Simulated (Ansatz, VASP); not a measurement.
# Two plane-wave programs on BN

```
CELL_PARAMETERS angstrom
1.25112 0.72234 3.37293
-1.25112 0.72234 3.37293
0.00000 -1.44467 3.37293
ATOMIC_POSITIONS crystal
B 0.99374 0.99374 0.99374
N 0.33734 0.33734 0.33734
```

Change from the starting cell: mode 4 (749.1 1/cm) frozen in, largest displacement -0.060 Å.

Alike in both runs: task single point; functional PBEsol; k mesh 12 × 12 × 12; occupations gaussian, width 0.05 eV; no spin polarisation.

```csv
,VASP,Ansatz
version,VASP 6.6.1,Ansatz 0.2.0
potentials or method,"VASP PAW PBE potentials, release 64 (B, N), cutoff 520 eV","scalar-relativistic, plane waves, PAW"
valence electrons in the cell,8,8
```

```tsv
	VASP	Ansatz	Ansatz less VASP
gap on the k mesh at the Fermi level (eV)	3.97	3.98	+0.011
least direct gap on the mesh (eV)	4.57	4.58	+0.007
pressure (GPa)	0.3	0.0	-0.31
traceless stress, the component that is largest in VASP (GPa)	-1.15	-0.71	+0.447
rms of the force components (eV/Å)	0.779	0.777	-0.0014
```

VASP's potentials were made for PBE, not for PBEsol. Atom by atom the forces differ by 0.001 eV/Å (rms over components).
